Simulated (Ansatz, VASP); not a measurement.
# Two plane-wave programs on SiO2

The input POSCAR:

```
SiO2
1.0
    5.0596778151      0.0000000000      0.0000000000
   -2.5298389075      4.3818095228      0.0000000000
    0.0000000000      0.0000000000      5.7073181498
Si O
3 6
Direct
    0.0000000000      0.5000000000      0.3333333333
    0.5000000000      0.5000000000      0.6666666667
    0.5000000000      0.0000000000      0.0000000000
    0.5834989535      0.7917494768      0.8333333333
    0.7917494768      0.5834989535      0.5000000000
    0.7917494768      0.2082505232      0.1666666667
    0.4165010465      0.2082505232      0.8333333333
    0.2082505232      0.4165010465      0.5000000000
    0.2082505232      0.7917494768      0.1666666667
```

File INCAR.step1:

```
SYSTEM = SiO2
PREC     = Accurate       ! precision mode
ENCUT    = 520            ! plane-wave cutoff, eV
ISMEAR   = 0              ! smearing method
SIGMA    = 0.05           ! smearing width, eV
LREAL    = .FALSE.        ! projectors in reciprocal space
LASPH    = .TRUE.         ! aspherical terms in the spheres
NELM     = 100            ! most SCF steps
NBANDS   = 34             ! bands
GGA      = PE             ! functional
ALGO     = Normal         ! electronic algorithm
EDIFF    = 1E-4           ! SCF threshold, eV
LWAVE    = .TRUE.         ! write WAVECAR
LCHARG   = .FALSE.        ! write CHGCAR
```

The input INCAR.step2:

```
SYSTEM = SiO2
PREC     = Accurate       ! precision mode
ENCUT    = 520            ! plane-wave cutoff, eV
EDIFF    = 1E-6           ! SCF threshold, eV
ISMEAR   = 0              ! smearing method
SIGMA    = 0.05           ! smearing width, eV
LREAL    = .FALSE.        ! projectors in reciprocal space
LASPH    = .TRUE.         ! aspherical terms in the spheres
NELM     = 100            ! most SCF steps
ALGO     = Normal         ! electronic algorithm
ISIF     = 2              ! what is computed and relaxed
LWAVE    = .FALSE.        ! write WAVECAR
LCHARG   = .TRUE.         ! write CHGCAR
METAGGA  = R2SCAN         ! meta-GGA
LMIXTAU  = .TRUE.       
LELF     = .TRUE.         ! ELF
LVHAR    = .TRUE.       
NBANDS   = 34             ! bands
ISTART   = 1
```

Contents of KPOINTS:

```
regular mesh
0
G
  6 6 4
  0 0 0
```

Input for Ansatz:

```yaml
crystal:
  lattice:
    - [5.0596778151, 0.0, 0.0]
    - [-2.5298389075, 4.3818095228, 0.0]
    - [0.0, 0.0, 5.7073181498]
  atoms:
    - { symbol: Si, position: [0.0, 0.5, 0.3333333333] }
    - { symbol: Si, position: [0.5, 0.5, 0.6666666667] }
    - { symbol: Si, position: [0.5, 0.0, 0.0] }
    - { symbol: O, position: [0.5834989535, 0.7917494768, 0.8333333333] }
    - { symbol: O, position: [0.7917494768, 0.5834989535, 0.5] }
    - { symbol: O, position: [0.7917494768, 0.2082505232, 0.1666666667] }
    - { symbol: O, position: [0.4165010465, 0.2082505232, 0.8333333333] }
    - { symbol: O, position: [0.2082505232, 0.4165010465, 0.5] }
    - { symbol: O, position: [0.2082505232, 0.7917494768, 0.1666666667] }
basis:
  ecutwfc: 500
kpoints:
  mp_grid: { grid: [6, 6, 4] }
hamiltonian:
  xc: r2scan
scf:
  occupations: { method: gaussian, width: 0.05 }
output:
  forces: true
  stress: true
  eigenvalues: true
```

Change from the starting cell: strain +0.000 along x and y, +0.030 along z, atoms carried along.

Alike in both runs: task single point; functional r2SCAN; k mesh 6 × 6 × 4; occupations gaussian, width 0.05 eV; no spin polarisation.

|  | VASP | Ansatz |
| --- | --- | --- |
| version | VASP 6.6.1 | Ansatz 0.2.0 |
| potentials or method | VASP PAW PBE potentials, release 64 (Si, O), cutoff 520 eV | scalar-relativistic, plane waves, PAW |
| valence electrons in the cell | 48 | 48 |

VASP gave:

| Item | Value |
| --- | --- |
| gap on the k mesh at the Fermi level (eV) | 6.09 |
| least direct gap on the mesh (eV) | 6.22 |
| pressure (GPa) | -5.3 |
| traceless stress, the component that is largest in VASP (GPa) | -1.64 |
| rms of the force components (eV/Å) | 0.096 |

Problem. Which values does Ansatz return?

Solution. gap on the k mesh at the Fermi level (eV): 6.09; least direct gap on the mesh (eV): 6.22; pressure (GPa): -5.4; traceless stress, the component that is largest in VASP (GPa): -1.68; rms of the force components (eV/Å): 0.092.

VASP's potentials were made for PBE, not for r2SCAN. Atom by atom the forces differ by 0.005 eV/Å (rms over components).
